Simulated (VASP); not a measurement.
# Sb (Pm-3n) in VASP: single point with RPBE

Aim: the single point of Sb with RPBE.

All numbers are computed with VASP 6.6.1; they aren't measurements. Logs are shortened: lines on timing, memory, paths and dates and some standing lists are left out, and cuts for length are marked.

## Step 1: The cell of the first run

Symmetry: Pm-3n, No. 223, cubic system. The conventional cell has a = 6.123 Å, b = 6.123 Å, c = 6.123 Å, α = 90.00°, β = 90.00°, γ = 90.00°. Within 4.5 Å of Sb (site symmetry m-3) lie 12 Sb at 3.42 Å. Within 4.0 Å of Sb (site symmetry -4m2) lie 14 Sb at 3.06 to 3.75 Å.

## Step 2: Single point, RPBE

The input, INCAR:

```
ALGO = Normal
EDIFF = 1E-6
ENCUT = 520
GGA = RP
ISIF = 2
ISMEAR = -1
LASPH = True
LCHARG = False
LREAL = False
LWAVE = False
NBANDS = 30
NELM = 60
PREC = Accurate
SIGMA = 0.1
```

The input, KPOINTS:

```
k-points
0
Gamma
  6 6 6
```

The input, POSCAR:

```
Sb
1.0
    6.1233284525      0.0000000000      0.0000000000
    0.0000000000      6.1233284525      0.0000000000
    0.0000000000      0.0000000000      6.1233284525
Sb
8
Direct
    0.0000000000      1.0000000000      0.0000000000
    0.5000000000      0.5000000000      0.5000000000
    0.2500000000      0.0000000000      0.5000000000
    0.7500000000      0.0000000000      0.5000000000
    0.5000000000      0.2500000000      0.0000000000
    0.5000000000      0.7500000000      0.0000000000
    1.0000000000      0.5000000000      0.2500000000
    1.0000000000      0.5000000000      0.7500000000
```

Potentials or basis: VASP PAW PBE potentials, release 64 (Sb).

Launch:

```console
$ cat potpaw_PBE.64/Sb/POTCAR > POTCAR
$ mpirun -np 1 vasp_std > vasp.out
```

OUTCAR:

```text
EDIFF = 1E-6
   ENCUT = 520
   GGA = RP
   ISIF = 2
   ISMEAR = -1
   LASPH = True
   LREAL = False
   NELM = 60
   PREC = Accurate

 ion  position               nearest neighbor table
   1  0.000  0.000  0.000-   3 3.42   4 3.42   5 3.42   6 3.42   7 3.42   8 3.42   3 3.42   4 3.42
                             7 3.42   8 3.42   5 3.42   6 3.42
   2  0.500  0.500  0.500-   3 3.42   4 3.42   5 3.42   6 3.42   7 3.42   8 3.42   5 3.42   6 3.42
                             3 3.42   4 3.42   7 3.42   8 3.42
   3  0.250  0.000  0.500-   4 3.06   4 3.06   1 3.42   1 3.42   2 3.42   2 3.42   8 3.75   5 3.75
                             5 3.75   6 3.75   6 3.75   7 3.75   8 3.75   7 3.75
   4  0.750  0.000  0.500-   3 3.06   3 3.06   1 3.42   1 3.42   2 3.42   2 3.42   8 3.75   5 3.75
                             5 3.75   6 3.75   6 3.75   7 3.75   8 3.75   7 3.75
   5  0.500  0.250  0.000-   6 3.06   6 3.06   1 3.42   2 3.42   2 3.42   1 3.42   8 3.75   4 3.75
                             3 3.75   4 3.75   3 3.75   7 3.75   7 3.75   8 3.75
   6  0.500  0.750  0.000-   5 3.06   5 3.06   1 3.42   2 3.42   2 3.42   1 3.42   8 3.75   4 3.75
                             3 3.75   4 3.75   3 3.75   7 3.75   7 3.75   8 3.75
   7  0.000  0.500  0.250-   8 3.06   8 3.06   1 3.42   2 3.42   1 3.42   2 3.42   3 3.75   4 3.75
                             5 3.75   3 3.75   4 3.75   6 3.75   5 3.75   6 3.75
   8  0.000  0.500  0.750-   7 3.06   7 3.06   1 3.42   2 3.42   1 3.42   2 3.42   3 3.75   4 3.75
                             5 3.75   3 3.75   4 3.75   6 3.75   5 3.75   6 3.75

  LATTYP: Found a simple cubic cell.
 ALAT       =     6.1233284525

  Lattice vectors:

 A1 = (   6.1233284525,   0.0000000000,   0.0000000000)
 A2 = (   0.0000000000,   6.1233284525,   0.0000000000)
 A3 = (   0.0000000000,   0.0000000000,   6.1233284525)

Analysis of symmetry for initial positions (statically):
=====================================================================
 Subroutine PRICEL returns:
 Original cell was already a primitive cell.

 Routine SETGRP: Setting up the symmetry group for a
 simple cubic supercell.

 Subroutine GETGRP returns: Found 48 space group operations
 (whereof 24 operations were pure point group operations)
 out of a pool of 48 trial point group operations.

The static configuration has the point symmetry T_h .
 The point group associated with its full space group is O_h .

Analysis of symmetry for dynamics (positions and initial velocities):
=====================================================================
 Subroutine PRICEL returns:
 Original cell was already a primitive cell.

 Routine SETGRP: Setting up the symmetry group for a
 simple cubic supercell.

 Subroutine GETGRP returns: Found 48 space group operations
 (whereof 24 operations were pure point group operations)
 out of a pool of 48 trial point group operations.

The dynamic configuration has the point symmetry T_h .
 The point group associated with its full space group is O_h .

 Subroutine INISYM returns: Found 48 space group operations
 (whereof 24 operations are pure point group operations),
 and found     1 'primitive' translations

----------------------------------------------------------------------------------------

                                     Primitive cell

  volume of cell :     229.5951

  direct lattice vectors                    reciprocal lattice vectors
     6.123328453  0.000000000  0.000000000     0.163309874  0.000000000  0.000000000
     0.000000000  6.123328453  0.000000000     0.000000000  0.163309874  0.000000000
     0.000000000  0.000000000  6.123328453     0.000000000  0.000000000  0.163309874

  length of vectors
     6.123328453  6.123328453  6.123328453     0.163309874  0.163309874  0.163309874

  position of ions in fractional coordinates (direct lattice)
     0.000000000  0.000000000  0.000000000
     0.500000000  0.500000000  0.500000000
     0.250000000  0.000000000  0.500000000
     0.750000000  0.000000000  0.500000000
     0.500000000  0.250000000  0.000000000
     0.500000000  0.750000000  0.000000000
     0.000000000  0.500000000  0.250000000
     0.000000000  0.500000000  0.750000000

  ion indices of the primitive-cell ions
   primitive index   ion index
                 1           1
                 2           2
                 3           3
                 4           4
                 5           5
                 6           6
                 7           7
                 8           8

----------------------------------------------------------------------------------------

 KPOINTS: k-points

Automatic generation of k-mesh.
 Grid dimensions read from file:
 generate k-points for:    6    6    6

 Generating k-lattice:

  Cartesian coordinates                     Fractional coordinates (reciprocal lattice)
     0.027218312  0.000000000  0.000000000     0.166666667  0.000000000  0.000000000
     0.000000000  0.027218312  0.000000000     0.000000000  0.166666667  0.000000000
     0.000000000  0.000000000  0.027218312     0.000000000  0.000000000  0.166666667

  Length of vectors
     0.027218312  0.027218312  0.027218312

  Shift w.r.t. Gamma in fractional coordinates (k-lattice)
     0.000000000  0.000000000  0.000000000

 Subroutine IBZKPT returns following result:
 ===========================================

 Found     20 irreducible k-points:

 Following reciprocal coordinates:
            Coordinates               Weight
  0.000000  0.000000  0.000000      1.000000
  0.166667  0.000000  0.000000      6.000000
  0.333333  0.000000  0.000000      6.000000
  0.500000  0.000000  0.000000      3.000000
  0.166667  0.166667  0.000000     12.000000
  0.333333  0.166667  0.000000     24.000000
[... 12 lines left out ...]
  0.500000  0.500000  0.333333      6.000000
  0.500000  0.500000  0.500000      1.000000
   k-points           NKPTS =     20   k-points in BZ     NKDIM =     20   number of bands    NBANDS=     30
   number of dos      NEDOS =    301   number of ions     NIONS =      8
   total plane-waves  NPLWV = 110592
   dimension x,y,z NGX =    48 NGY =   48 NGZ =   48
   dimension x,y,z NGXF=    96 NGYF=   96 NGZF=   96
   ions per type =               8
   NGX,Y,Z   is equivalent  to a cutoff of  13.03, 13.03, 13.03 a.u.
   NGXF,Y,Z  is equivalent  to a cutoff of  26.06, 26.06, 26.06 a.u.
 SYSTEM =  unknown system
   PREC   = accura    normal or accurate (medium, high low for compatibility)
   ISTART =      0    job   : 0-new  1-cont  2-samecut
   ICHARG =      2    charge: 1-file 2-atom 10-const
   ISPIN  =      1    spin polarized calculation?
   LNONCOLLINEAR =      F non collinear calculations
   LSORBIT =      F    spin-orbit coupling
   LASPH  =      T    aspherical Exc in radial PAW
   ENCUT  =  520.0 eV  38.22 Ry    6.18 a.u.  11.39 11.39 11.39*2*pi/ulx,y,z
   NELM   =     60;   NELMIN=  2; NELMDL= -5     # of ELM steps
   EDIFF  = 0.1E-05   stopping-criterion for ELM
   LREAL  =      F    real-space projection
   EDIFFG = 0.1E-04   stopping-criterion for IOM
   NSW    =      0    number of steps for IOM
   IBRION =     -1    ionic relax: 0-MD 1-quasi-New 2-CG
   NFREE  =      0    steps in history (QN), initial steepest desc. (CG)
   ISIF   =      2    stress and relaxation
   ISYM   =      2    0-nonsym 1-usesym 2-fastsym
   POTIM  = 0.5000    time-step for ionic-motion
   TEBEG  =    0.0;   TEEND  =   0.0 temperature during run
   PSTRESS=    0.0 pullay stress
   NELECT =      40.0000    total number of electrons
   NUPDOWN=      -1.0000    fix difference up-down
   EMIN   =  10.00;   EMAX   =-10.00  energy-range for DOS
   EFERMI =   0.00;   METHOD = LEGACY
   ISMEAR =    -1;   SIGMA  =   0.10  broadening in eV -4-tet -1-fermi 0-gaus
   EFERMI_NEDOS =   21; number of points for ismear=-14 and -15
   IALGO  =     38    algorithm
   IMIX   =      4    mixing-type and parameters
     AMIX     =   0.40;   BMIX     =  1.00
     AMIX_MAG =   1.60;   BMIX_MAG =  1.00
  volume/ion in A,a.u.               =      28.70       193.67
  Fermi-wavevector in a.u.,A,eV,Ry     =   0.914339  1.727850 11.374687  0.836016
  Thomas-Fermi vector in A             =   2.038954
   LORBIT       =      0    0 simple, 1 ext, 2 COOP (PROOUT), +10 PAW based schemes
   GGA     = RP    functional components
   LHFCALC =     F    Hartree Fock is set to
   AEXX    =    0.0000 exact exchange contribution
   IVDW    =     0    specifies the selected vdW correction
   LEPSILON=     F    determine dielectric tensor
   LRPA    =     F    only Hartree local field effects (RPA)
 non-spin polarized calculation
  energy-cutoff  :      520.00
  volume of cell :      229.60
 maximum number of plane-waves:      6216
 NGX is ok and might be reduce to    48
   NGX = 23   NGY = 23   NGZ = 23

 number of electron      39.9999995 magnetization

 Free energy of the ion-electron system (eV)
  ---------------------------------------------------
  ext. energy  EPLUGINS =         0.00000000
  ---------------------------------------------------
  free energy    TOTEN  =       -27.11914737 eV

  energy without entropy =      -26.90604912  energy(sigma->0) =      -27.01259825

 E-fermi :   7.8500     XC(G=0):  -9.9066

 val. band max:        7.8451389073   @ k =   0.5000   0.1667   0.1667
 cond. band min:       7.8951704689   @ k =   0.1667   0.1667   0.0000
 fundamental gap:      0.0500315616
 Fermi energy:         7.8500226277

 k-point     1 :       0.0000    0.0000    0.0000
  band No.  band energies     occupation
      1      -4.6700      2.00000
      2      -1.8933      2.00000
      3      -1.8933      2.00000
      4      -1.5932      2.00000
      5      -0.1345      2.00000
      6      -0.1345      2.00000
[... 22 lines left out ...]
     29      10.8134      0.00000
     30      12.9145      0.00000

 k-point     2 :       0.1667    0.0000    0.0000
  band No.  band energies     occupation
      1      -4.5624      2.00000
      2      -2.2620      2.00000
      3      -1.8037      2.00000
      4      -1.6016      2.00000
      5      -0.0889      2.00000
      6      -0.0889      2.00000
[... 586 lines left out ...]
 k-point    20 :       0.5000    0.5000    0.5000
  band No.  band energies     occupation
      1      -1.8961      2.00000
      2      -1.8961      2.00000
      3      -1.8961      2.00000
      4      -1.8961      2.00000
      5      -1.8961      2.00000
      6      -1.8961      2.00000
[... 22 lines left out ...]
     29       8.5017      0.00295
     30       8.5017      0.00295

------------------------ aborting loop because EDIFF is reached ----------------------------------------

  FORCE on cell =-STRESS in cart. coord.  units (eV):
  Direction    XX          YY          ZZ          XY          YZ          ZX
  --------------------------------------------------------------------------------------
  -------------------------------------------------------------------------------------
  Total       -0.4326876     -0.4326876     -0.4326876     -0.0000000      0.0000000     -0.0000000
  in kB       -3.0194121     -3.0194121     -3.0194121     -0.0000000      0.0000000     -0.0000000
  external PRESSURE =      -3.0194121 kB  Pullay stress =       0.0000000 kB

 VOLUME and BASIS-vectors are now :
 -----------------------------------------------------------------------------
  energy-cutoff  :      520.00
  volume of cell :      229.60
      direct lattice vectors                 reciprocal lattice vectors
     6.123328453  0.000000000  0.000000000     0.163309874  0.000000000  0.000000000
     0.000000000  6.123328453  0.000000000     0.000000000  0.163309874  0.000000000
     0.000000000  0.000000000  6.123328453     0.000000000  0.000000000  0.163309874

 POSITION                                       TOTAL-FORCE (eV/Angst)
 -----------------------------------------------------------------------------------
      0.00000      0.00000      0.00000        -0.000000     -0.000000     -0.000000
      3.06166      3.06166      3.06166        -0.000000     -0.000000     -0.000000
      1.53083      0.00000      3.06166        -0.000000      0.000000      0.000000
      4.59250      0.00000      3.06166         0.000000     -0.000000     -0.000000
      3.06166      1.53083      0.00000        -0.000000     -0.000000     -0.000000
      3.06166      4.59250      0.00000         0.000000     -0.000000      0.000000
      0.00000      3.06166      1.53083        -0.000000      0.000000      0.000000
      0.00000      3.06166      4.59250         0.000000     -0.000000     -0.000000
 -----------------------------------------------------------------------------------
    total drift:                               -0.000000     -0.000000      0.000000

  FREE ENERGIE OF THE ION-ELECTRON SYSTEM (eV)
  ---------------------------------------------------
  free  energy   TOTEN  =       -27.1191473665 eV

  energy  without entropy=      -26.9060491245  energy(sigma->0) =      -27.01259825
```

Wall time 58 s (1 thread of Intel Xeon 6975P-C (Granite Rapids), shared host); peak memory 0.35 GiB.

Results:

| Item | Value |
| --- | --- |
| Free energy | -27.1191 eV |
| Pressure | -0.3 GPa |
| Band gap on the k mesh | zero (band 20 reaches 8.04 eV, above the bottom of band 21 at 7.53 eV) |

Caveat: the PAW data sets were made with another functional, which shifts forces and pressure a little; spin-orbit coupling is left out, which moves the levels of the heavy elements.
